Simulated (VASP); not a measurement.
# SiO2 (P4_2/mnm) in VASP: a series of runs, part 2 of 2

VASP 6.6.1. The steps go on from the part before.

## (4) Single point, PBE

The input, INCAR:

```
SYSTEM = SiO2
PREC = Accurate ; ENCUT = 520
EDIFF = 1E-6 ; ISMEAR = 0
SIGMA = 0.05 ; LREAL = .False.
LASPH = .True. ; NELM = 80
ALGO = Normal ; ISIF = 2
LWAVE = .False. ; LCHARG = .True.
GGA = PE ; LELF = .True.
LVHAR = .True. ; NBANDS = 25
```

The input, KPOINTS:

```
regular mesh
0
Gamma
  6 6 8
  0 0 0
```

The input, POSCAR:

```
SiO2
1.0
    4.2358788249      0.0000000000      0.0000000000
    0.0000000000      4.2358788249      0.0000000000
    0.0000000000      0.0000000000      2.6897743053
Si O
2 4
Direct
    0.5000000000      0.5000000000      0.5000000000
    0.0000000000      0.0000000000      0.0000000000
    0.6930127928      0.6930127928      0.0000000000
    0.1930127928      0.8069872072      0.5000000000
    0.3069872072      0.3069872072      0.0000000000
    0.8069872072      0.1930127928      0.5000000000
```

Potentials or basis: VASP PAW PBE potentials, release 64 (Si, O).

The run is started by

```
$ cat potpaw_PBE.64/Si/POTCAR potpaw_PBE.64/O/POTCAR > POTCAR
$ mpirun -np 1 vasp_std > vasp.out
```

OUTCAR:

```text
SYSTEM = SiO2
   PREC = Accurate
   ENCUT = 520
   EDIFF = 1E-6
   ISMEAR = 0
   LREAL = .False.
   LASPH = .True.
   NELM = 80
   ISIF = 2
   GGA = PE

 ion  position               nearest neighbor table
   1  0.500  0.500  0.500-   3 1.77   5 1.77   3 1.77   5 1.77   4 1.84   6 1.84
   2  0.000  0.000  0.000-   4 1.77   6 1.77   4 1.77   6 1.77   5 1.84   3 1.84
   3  0.693  0.693  0.000-   1 1.77   1 1.77   2 1.84
   4  0.193  0.807  0.500-   2 1.77   2 1.77   1 1.84
   5  0.307  0.307  0.000-   1 1.77   1 1.77   2 1.84
   6  0.807  0.193  0.500-   2 1.77   2 1.77   1 1.84

  LATTYP: Found a simple tetragonal cell.
 ALAT       =     4.2358788249
 C/A-ratio  =     0.6349979347

  Lattice vectors:

 A1 = (   4.2358788249,   0.0000000000,   0.0000000000)
 A2 = (   0.0000000000,   4.2358788249,   0.0000000000)
 A3 = (   0.0000000000,   0.0000000000,   2.6897743053)

Analysis of symmetry for initial positions (statically):
=====================================================================
 Subroutine PRICEL returns:
 Original cell was already a primitive cell.

 Routine SETGRP: Setting up the symmetry group for a
 simple tetragonal supercell.

 Subroutine GETGRP returns: Found 16 space group operations
 (whereof  8 operations were pure point group operations)
 out of a pool of 16 trial point group operations.

The static configuration has the point symmetry D_2h.
 The point group associated with its full space group is D_4h.

Analysis of symmetry for dynamics (positions and initial velocities):
=====================================================================
 Subroutine PRICEL returns:
 Original cell was already a primitive cell.

 Routine SETGRP: Setting up the symmetry group for a
 simple tetragonal supercell.

 Subroutine GETGRP returns: Found 16 space group operations
 (whereof  8 operations were pure point group operations)
 out of a pool of 16 trial point group operations.

The dynamic configuration has the point symmetry D_2h.
 The point group associated with its full space group is D_4h.

 Subroutine INISYM returns: Found 16 space group operations
 (whereof  8 operations are pure point group operations),
 and found     1 'primitive' translations

----------------------------------------------------------------------------------------

                                     Primitive cell

  volume of cell :      48.2617

  direct lattice vectors                    reciprocal lattice vectors
     4.235878825  0.000000000  0.000000000     0.236078519  0.000000000  0.000000000
     0.000000000  4.235878825  0.000000000     0.000000000  0.236078519  0.000000000
     0.000000000  0.000000000  2.689774305     0.000000000  0.000000000  0.371778405

  length of vectors
     4.235878825  4.235878825  2.689774305     0.236078519  0.236078519  0.371778405

  position of ions in fractional coordinates (direct lattice)
     0.500000000  0.500000000  0.500000000
     0.000000000  0.000000000  0.000000000
     0.693012793  0.693012793  0.000000000
     0.193012793  0.806987207  0.500000000
     0.306987207  0.306987207  0.000000000
     0.806987207  0.193012793  0.500000000

  ion indices of the primitive-cell ions
[... 26 lines left out ...]
  Shift w.r.t. Gamma in fractional coordinates (k-lattice)
     0.000000000  0.000000000  0.000000000

 Subroutine IBZKPT returns following result:
 ===========================================

 Found     50 irreducible k-points:

 Following reciprocal coordinates:
            Coordinates               Weight
  0.000000  0.000000  0.000000      1.000000
  0.166667  0.000000  0.000000      4.000000
  0.333333  0.000000  0.000000      4.000000
  0.500000  0.000000  0.000000      2.000000
  0.166667  0.166667  0.000000      4.000000
  0.333333  0.166667  0.000000      8.000000
[... 16 lines left out ...]
  0.333333  0.000000  0.250000      8.000000
  0.500000  0.000000  0.250000      4.000000
 [... further k-points ...]
   k-points           NKPTS =     50   k-points in BZ     NKDIM =     50   number of bands    NBANDS=     25
   number of dos      NEDOS =    301   number of ions     NIONS =      6
   total plane-waves  NPLWV =  20480
   dimension x,y,z NGX =    32 NGY =   32 NGZ =   20
   dimension x,y,z NGXF=    64 NGYF=   64 NGZF=   40
   ions per type =               2   4
   NGX,Y,Z   is equivalent  to a cutoff of  12.56, 12.56, 12.36 a.u.
   NGXF,Y,Z  is equivalent  to a cutoff of  25.12, 25.12, 24.72 a.u.
 SYSTEM =  SiO2
   PREC   = accura    normal or accurate (medium, high low for compatibility)
   ISTART =      0    job   : 0-new  1-cont  2-samecut
   ICHARG =      2    charge: 1-file 2-atom 10-const
   ISPIN  =      1    spin polarized calculation?
   LNONCOLLINEAR =      F non collinear calculations
   LSORBIT =      F    spin-orbit coupling
   LASPH  =      T    aspherical Exc in radial PAW
   ENCUT  =  520.0 eV  38.22 Ry    6.18 a.u.   7.88  7.88  5.00*2*pi/ulx,y,z
   NELM   =     80;   NELMIN=  2; NELMDL= -5     # of ELM steps
   EDIFF  = 0.1E-05   stopping-criterion for ELM
   LREAL  =      F    real-space projection
   EDIFFG = 0.1E-04   stopping-criterion for IOM
   NSW    =      0    number of steps for IOM
   IBRION =     -1    ionic relax: 0-MD 1-quasi-New 2-CG
   NFREE  =      0    steps in history (QN), initial steepest desc. (CG)
   ISIF   =      2    stress and relaxation
   ISYM   =      2    0-nonsym 1-usesym 2-fastsym
   POTIM  = 0.5000    time-step for ionic-motion
   TEBEG  =    0.0;   TEEND  =   0.0 temperature during run
   PSTRESS=    0.0 pullay stress
   NELECT =      32.0000    total number of electrons
   NUPDOWN=      -1.0000    fix difference up-down
   EMIN   =  10.00;   EMAX   =-10.00  energy-range for DOS
   EFERMI =   0.00;   METHOD = LEGACY
   ISMEAR =     0;   SIGMA  =   0.05  broadening in eV -4-tet -1-fermi 0-gaus
   EFERMI_NEDOS =   21; number of points for ismear=-14 and -15
   IALGO  =     38    algorithm
   IMIX   =      4    mixing-type and parameters
     AMIX     =   0.40;   BMIX     =  1.00
     AMIX_MAG =   1.60;   BMIX_MAG =  1.00
  volume/ion in A,a.u.               =       8.04        54.28
  Fermi-wavevector in a.u.,A,eV,Ry     =   1.427547  2.697673 27.727197  2.037891
  Thomas-Fermi vector in A             =   2.547705
   LORBIT       =      0    0 simple, 1 ext, 2 COOP (PROOUT), +10 PAW based schemes
   GGA     = PE    functional components
   LHFCALC =     F    Hartree Fock is set to
   AEXX    =    0.0000 exact exchange contribution
   IVDW    =     0    specifies the selected vdW correction
   LEPSILON=     F    determine dielectric tensor
   LRPA    =     F    only Hartree local field effects (RPA)
 non-spin polarized calculation
 Gauss-broadening in eV      SIGMA  =   0.05
  energy-cutoff  :      520.00
  volume of cell :       48.26
 maximum number of plane-waves:      1336
 NGX is ok and might be reduce to    32
   NGX = 15   NGY = 15   NGZ = 11

 number of electron      31.9999991 magnetization

 Free energy of the ion-electron system (eV)
  ---------------------------------------------------
  ext. energy  EPLUGINS =         0.00000000
  ---------------------------------------------------
  free energy    TOTEN  =       -46.31677446 eV

  energy without entropy =      -46.31677446  energy(sigma->0) =      -46.31677446

 E-fermi :   8.0277     XC(G=0): -12.0816

 val. band max:        7.7358719920   @ k =   0.0000   0.0000   0.0000
 cond. band min:      12.7680422250   @ k =   0.0000   0.0000   0.0000
 fundamental gap:      5.0321702330
 Fermi energy:         8.0276594689

 k-point     1 :       0.0000    0.0000    0.0000
  band No.  band energies     occupation
      1     -14.4790      2.00000
      2     -11.0171      2.00000
      3     -11.0171      2.00000
      4     -10.8605      2.00000
      5      -2.8718      2.00000
      6       1.5004      2.00000
[... 661 lines left out ...]
     24      20.5093      0.00000
     25      21.2844      0.00000

 [... further k-points ...]
[... 5 lines left out ...]
  --------------------------------------------------------------------------------------
  -------------------------------------------------------------------------------------
  Total        0.0026862      0.0026862      0.2278543      0.0000000      0.0000000      0.0000000
  in kB        0.0891740      0.0891740      7.5642323      0.0000000      0.0000000      0.0000000
  external PRESSURE =       2.5808601 kB  Pullay stress =       0.0000000 kB

 VOLUME and BASIS-vectors are now :
 -----------------------------------------------------------------------------
  energy-cutoff  :      520.00
  volume of cell :       48.26
      direct lattice vectors                 reciprocal lattice vectors
     4.235878825  0.000000000  0.000000000     0.236078519  0.000000000  0.000000000
     0.000000000  4.235878825  0.000000000     0.000000000  0.236078519  0.000000000
     0.000000000  0.000000000  2.689774305     0.000000000  0.000000000  0.371778405

 POSITION                                       TOTAL-FORCE (eV/Angst)
 -----------------------------------------------------------------------------------
      2.11794      2.11794      1.34489         0.000000      0.000000     -0.000000
      0.00000      0.00000      0.00000         0.000000      0.000000     -0.000000
      2.93552      2.93552      0.00000         0.014220      0.014220      0.000000
      0.81758      3.41830      1.34489         0.014220     -0.014220     -0.000000
      1.30036      1.30036      0.00000        -0.014220     -0.014220     -0.000000
      3.41830      0.81758      1.34489        -0.014220      0.014220      0.000000
 -----------------------------------------------------------------------------------
    total drift:                                0.000000      0.000000     -0.000000

  FREE ENERGIE OF THE ION-ELECTRON SYSTEM (eV)
  ---------------------------------------------------
  free  energy   TOTEN  =       -46.3167744593 eV

  energy  without entropy=      -46.3167744593  energy(sigma->0) =      -46.31677446
```

It took 30 s on 1 thread of Intel Xeon Platinum 8488C (Sapphire Rapids), shared host; peak memory 0.18 GiB.

What came out:

```
Free energy            : -46.3168 eV
Pressure               : 0.3 GPa
Largest force          : 0.020 eV/Å
Band gap on the k mesh : 5.03 eV, direct
```

Forces on the atoms (eV/Å):
```
Si   0.000  0.000  0.000
Si   0.000  0.000  0.000
O    0.014  0.014  0.000
O    0.014 -0.014  0.000
O   -0.014 -0.014  0.000
O   -0.014  0.014  0.000
```

A k mesh can miss the band edges. As with any semilocal functional, this PBE gap is likely too small.

## (5) Single point, PBE

The input, INCAR:

```
  ALGO = Normal
  EDIFF = 1E-6
  ENCUT = 520
  GGA = PE
  ISIF = 2
  ISMEAR = 0
  LASPH = T
  LCHARG = F
  LREAL = F
  LWAVE = F
  NBANDS = 25
  NELM = 100
  PREC = Accurate
  SIGMA = 0.05
```

The input, KPOINTS:

```
k-points
0
Gamma
  6 6 10
```

POSCAR is that of step 4.

The run is started by

```
$ cat potpaw_PBE.64/Si/POTCAR potpaw_PBE.64/O/POTCAR > POTCAR
$ mpirun -np 1 vasp_std > vasp.out
```

Wall time 35 s (1 thread of Intel Xeon Platinum 8488C (Sapphire Rapids), shared host); peak memory 0.18 GiB.

Results (log left out):

- Free energy: -46.3168 eV
- Pressure: 0.3 GPa
- Largest force: 0.020 eV/Å
- Band gap on the k mesh: 5.03 eV, direct

Forces in eV/Å, atoms in the order of the input:
```
Si   0.000  0.000  0.000
Si   0.000  0.000  0.000
O    0.014  0.014  0.000
O    0.014 -0.014  0.000
O   -0.014 -0.014  0.000
O   -0.014  0.014  0.000
```

Stress tensor (GPa, compression positive):
```
0.01 0.00 0.00
0.00 0.01 0.00
0.00 0.00 0.75
```

Levels at points of the mesh, in eV from the valence-band top:
| k point | band 13 | band 14 | band 15 | band 16 | band 17 | band 18 | band 19 | band 20 |
| --- | --- | --- | --- | --- | --- | --- | --- | --- |
| (0.00, 0.00, 0.00) | -2.50 | -0.85 | -0.85 | 0.00 | 5.03 | 6.61 | 8.30 | 8.30 |
| (0.50, 0.00, 0.00) | -2.61 | -2.61 | -1.04 | -1.04 | 7.30 | 7.30 | 8.89 | 8.89 |
| (0.50, 0.50, 0.00) | -2.53 | -2.53 | -2.17 | -2.17 | 7.02 | 7.02 | 9.78 | 9.78 |
| (0.00, 0.00, 0.50) | -2.87 | -2.87 | -2.56 | -2.56 | 8.63 | 8.63 | 12.19 | 12.19 |
| (0.50, 0.00, 0.50) | -2.21 | -2.21 | -1.67 | -1.67 | 8.43 | 8.43 | 9.43 | 9.43 |
| (0.50, 0.50, 0.50) | -1.73 | -1.73 | -1.47 | -1.47 | 6.81 | 6.81 | 10.69 | 10.69 |

A k mesh can miss the band edges. Expect the measured gap to be larger: semilocal functionals such as PBE lack the derivative discontinuity.

## (6) Summary

```csv
task,cell,k mesh,cutoff (eV),smearing,gap on the mesh (eV),pressure (GPa),largest force (eV/Å)
single point,"a = 4.236, b = 4.236, c = 2.690 Å, 6 atoms",6 × 6 × 8,520,gaussian 0.02 eV,5.03,0.2,0.02
relaxation of cell and atoms,"relaxed from a = 4.233, b = 4.233, c = 2.693 Å, 6 atoms",6 × 6 × 8,600,gaussian 0.02 eV,5.04,0.0,-
single point,"a = 4.236, b = 4.236, c = 2.690 Å, 6 atoms",6 × 6 × 8,520,gaussian 0.05 eV,5.03,0.3,0.02
single point,"a = 4.236, b = 4.236, c = 2.690 Å, 6 atoms",6 × 6 × 10,520,gaussian 0.05 eV,5.03,0.3,0.02
```

Alike in all rows: level PBE; potentials or basis VASP PAW PBE potentials, release 64 (Si, O); no spin polarisation.

On the cell as given the gap runs from 5.03 eV (PBE) to 5.03 eV (PBE); the meshes differ, which moves gaps too.

Total energies depend on the potentials used, so only differences within one code and one set of settings carry meaning.
